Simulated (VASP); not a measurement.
# ZrC (Fm-3m) in VASP: further runs

The runs below take ZrC through single point, relaxation of cell and atoms, with LDA.

Everything below comes from runs of VASP 6.6.1. Logs are shortened: lines on timing, memory, paths and dates and some standing lists are left out, and cuts for length are marked.

## (1) The cell of the first run

The structure is cubic, space group Fm-3m (No. 225). Conventional cell: a = 4.641 Å, b = 4.641 Å, c = 4.641 Å, α = 90.00°, β = 90.00°, γ = 90.00°. Within 3.1 Å of Zr (site symmetry m-3m) lie 6 C at 2.32 Å. C (site symmetry m-3m) has 6 Zr at 2.32 Å within 3.1 Å.

## (2) Single point, LDA

Contents of INCAR:

```
SYSTEM = ZrC
PREC = Accurate
ENCUT = 520
EDIFF = 1E-6
ISMEAR = -1
SIGMA = 0.05
LREAL = .False.
LASPH = .True.
NELM = 80
ALGO = Normal
ISIF = 2
LWAVE = .False.
LCHARG = .False.
GGA = CA
NBANDS = 15
```

Contents of KPOINTS:

```
regular mesh
0
Gamma
  15 15 15
  0 0 0
```

Contents of POSCAR:

```
ZrC
1.0
    0.0000000000      2.3207235877      2.3207235877
    2.3207235877      0.0000000000      2.3207235877
    2.3207235877      2.3207235877      0.0000000000
Zr C
1 1
Direct
    0.5000000000      0.5000000000      0.5000000000
    0.0000000000      0.0000000000      0.0000000000
```

Potentials or basis: VASP PAW LDA potentials, release 64 (Zr_sv, C).

On the command line:

```sh
cat potpaw_LDA.64/Zr_sv/POTCAR potpaw_LDA.64/C/POTCAR > POTCAR
mpirun -np 1 vasp_std > vasp.out
```

OUTCAR:

```text
SYSTEM = ZrC
   PREC = Accurate
   ENCUT = 520
   EDIFF = 1E-6
   ISMEAR = -1
   LREAL = .False.
   LASPH = .True.
   NELM = 80
   ISIF = 2
   GGA = CA

 ion  position               nearest neighbor table
   1  0.500  0.500  0.500-   2 2.32   2 2.32   2 2.32   2 2.32   2 2.32   2 2.32
   2  0.000  0.000  0.000-   1 2.32   1 2.32   1 2.32   1 2.32   1 2.32   1 2.32

  LATTYP: Found a face centered cubic cell.
 ALAT       =     4.6414471754

  Lattice vectors:

 A1 = (   0.0000000000,   2.3207235877,   2.3207235877)
 A2 = (   2.3207235877,   0.0000000000,   2.3207235877)
 A3 = (   2.3207235877,   2.3207235877,   0.0000000000)

Analysis of symmetry for initial positions (statically):
=====================================================================
 Subroutine PRICEL returns:
 Original cell was already a primitive cell.

 Routine SETGRP: Setting up the symmetry group for a
 face centered cubic supercell.

 Subroutine GETGRP returns: Found 48 space group operations
 (whereof 48 operations were pure point group operations)
 out of a pool of 48 trial point group operations.

The static configuration has the point symmetry O_h .

Analysis of symmetry for dynamics (positions and initial velocities):
=====================================================================
 Subroutine PRICEL returns:
 Original cell was already a primitive cell.

 Routine SETGRP: Setting up the symmetry group for a
 face centered cubic supercell.

 Subroutine GETGRP returns: Found 48 space group operations
 (whereof 48 operations were pure point group operations)
 out of a pool of 48 trial point group operations.

The dynamic configuration has the point symmetry O_h .

 Subroutine INISYM returns: Found 48 space group operations
 (whereof 48 operations are pure point group operations),
 and found     1 'primitive' translations

----------------------------------------------------------------------------------------

                                     Primitive cell

  volume of cell :      24.9977

  direct lattice vectors                    reciprocal lattice vectors
     0.000000000  2.320723588  2.320723588    -0.215450044  0.215450044  0.215450044
     2.320723588  0.000000000  2.320723588     0.215450044 -0.215450044  0.215450044
     2.320723588  2.320723588  0.000000000     0.215450044  0.215450044 -0.215450044

  length of vectors
     3.281998772  3.281998772  3.281998772     0.373170423  0.373170423  0.373170423

  position of ions in fractional coordinates (direct lattice)
     0.500000000  0.500000000  0.500000000
[... 77 lines left out ...]
   NELM   =     80;   NELMIN=  2; NELMDL= -5     # of ELM steps
   EDIFF  = 0.1E-05   stopping-criterion for ELM
   LREAL  =      F    real-space projection
[... 7 lines left out ...]
   TEBEG  =    0.0;   TEEND  =   0.0 temperature during run
   PSTRESS=    0.0 pullay stress
   NELECT =      16.0000    total number of electrons
   NUPDOWN=      -1.0000    fix difference up-down
   EMIN   =  10.00;   EMAX   =-10.00  energy-range for DOS
   EFERMI =   0.00;   METHOD = LEGACY
   ISMEAR =    -1;   SIGMA  =   0.05  broadening in eV -4-tet -1-fermi 0-gaus
   EFERMI_NEDOS =   21; number of points for ismear=-14 and -15
   IALGO  =     38    algorithm
   IMIX   =      4    mixing-type and parameters
     AMIX     =   0.40;   BMIX     =  1.00
     AMIX_MAG =   1.60;   BMIX_MAG =  1.00
  volume/ion in A,a.u.               =      12.50        84.35
  Fermi-wavevector in a.u.,A,eV,Ry     =   1.410852  2.666123 27.082436  1.990503
  Thomas-Fermi vector in A             =   2.532763
   LORBIT       =      0    0 simple, 1 ext, 2 COOP (PROOUT), +10 PAW based schemes
   GGA     = CA    functional components
   LHFCALC =     F    Hartree Fock is set to
   AEXX    =    0.0000 exact exchange contribution
   IVDW    =     0    specifies the selected vdW correction
   LEPSILON=     F    determine dielectric tensor
   LRPA    =     F    only Hartree local field effects (RPA)
 non-spin polarized calculation
  energy-cutoff  :      520.00
  volume of cell :       25.00
 maximum number of plane-waves:       685
   NGX = 13   NGY = 13   NGZ = 13

 number of electron      16.0000000 magnetization

 Free energy of the ion-electron system (eV)
  ---------------------------------------------------
  ext. energy  EPLUGINS =         0.00000000
  ---------------------------------------------------
  free energy    TOTEN  =       -21.27911164 eV

  energy without entropy =      -21.27673480  energy(sigma->0) =      -21.27792322

 E-fermi :   9.8871     XC(G=0): -12.5436

 val. band max:        9.8561255898   @ k =   0.3333   0.2667   0.0000
 cond. band min:       9.9126547344   @ k =   0.4000   0.3333   0.0000
 fundamental gap:      0.0565291447
 Fermi energy:         9.8870687812

 k-point     1 :       0.0000    0.0000    0.0000
  band No.  band energies     occupation
      1     -37.7695      2.00000
      2     -15.6009      2.00000
      3     -15.6009      2.00000
      4     -15.6009      2.00000
      5      -1.3882      2.00000
      6      10.8441      0.00000
      7      10.8441      0.00000
      8      10.8441      0.00000
      9      10.9405      0.00000
     10      10.9405      0.00000
     11      10.9405      0.00000
     12      12.7989      0.00000
     13      12.7989      0.00000
     14      17.7268      0.00000
[... 401 lines left out ...]
      2     -15.8860      2.00000
      3     -15.6833      2.00000
      4     -15.6725      2.00000
      5      -0.5468      2.00000
      6       7.4749      2.00000
      7       9.1431      2.00000
      8       9.4161      1.99984
      9      10.4063      0.00006
     10      12.9099      0.00000
     11      13.3153      0.00000
     12      13.9906      0.00000
     13      16.0837      0.00000
     14      19.6994      0.00000
     15      22.7109      0.00000

 [... further k-points ...]
[... 5 lines left out ...]
  --------------------------------------------------------------------------------------
  -------------------------------------------------------------------------------------
  Total        0.1019218      0.1019218      0.1019218     -0.0000000      0.0000000      0.0000000
  in kB        6.5324717      6.5324717      6.5324717     -0.0000000      0.0000000      0.0000000
  external PRESSURE =       6.5324717 kB  Pullay stress =       0.0000000 kB

 VOLUME and BASIS-vectors are now :
 -----------------------------------------------------------------------------
  energy-cutoff  :      520.00
  volume of cell :       25.00
      direct lattice vectors                 reciprocal lattice vectors
     0.000000000  2.320723588  2.320723588    -0.215450044  0.215450044  0.215450044
     2.320723588  0.000000000  2.320723588     0.215450044 -0.215450044  0.215450044
     2.320723588  2.320723588  0.000000000     0.215450044  0.215450044 -0.215450044

 POSITION                                       TOTAL-FORCE (eV/Angst)
 -----------------------------------------------------------------------------------
      2.32072      2.32072      2.32072        -0.000000      0.000000     -0.000000
      0.00000      0.00000      0.00000         0.000000     -0.000000      0.000000
 -----------------------------------------------------------------------------------
    total drift:                                0.000000     -0.000000      0.000000

  FREE ENERGIE OF THE ION-ELECTRON SYSTEM (eV)
  ---------------------------------------------------
  free  energy   TOTEN  =       -21.2791116364 eV

  energy  without entropy=      -21.2767348032  energy(sigma->0) =      -21.27792322
```

Run time: 12 s. Hardware: 1 thread of Intel Xeon 6975P-C (Granite Rapids), shared host; peak memory 0.15 GiB.

What came out:

```
Free energy            : -21.2791 eV
Pressure               : 0.7 GPa
Band gap on the k mesh : zero (band 8 reaches 10.84 eV, above the bottom of band 9 at 9.53 eV)
```

## (3) Single point, LDA

Contents of INCAR:

```
SYSTEM = ZrC
PREC = Accurate
ENCUT = 520
EDIFF = 1E-7
ISMEAR = -1
SIGMA = 0.05
LREAL = .FALSE.
LASPH = .TRUE.
NELM = 100
ALGO = Normal
ISIF = 2
LWAVE = .FALSE.
LCHARG = .FALSE.
NBANDS = 15
```

Contents of KPOINTS:

```
Automatic mesh
0
G
  15 15 15
  0 0 0
```

POSCAR is that of step 2.

Potentials or basis: VASP PAW LDA potentials, release 64 (Zr_sv, C).

On the command line:

```sh
cat potpaw_LDA.64/Zr_sv/POTCAR potpaw_LDA.64/C/POTCAR > POTCAR
mpirun -np 1 vasp_std > vasp.out
```

It took 13 s on 1 thread of Intel Xeon 6975P-C (Granite Rapids), shared host; peak memory 0.16 GiB.

It converged, with:

```yaml
Free_energy: -21.2791 eV
Pressure: 0.7 GPa
Band_gap_on_the_k_mesh: zero (band 8 reaches 10.84 eV, above the bottom of band 9 at 9.53 eV)
```

Levels at points of the mesh, in eV from the Fermi level:
```csv
k point,band 4,band 5,band 6,band 7,band 8,band 9,band 10,band 11,band 12,band 13
"(0.00, 0.00, 0.00)",-25.49,-11.28,0.96,0.96,0.96,1.05,1.05,1.05,2.91,2.91
```

(Part 1 of 2 ends here.)
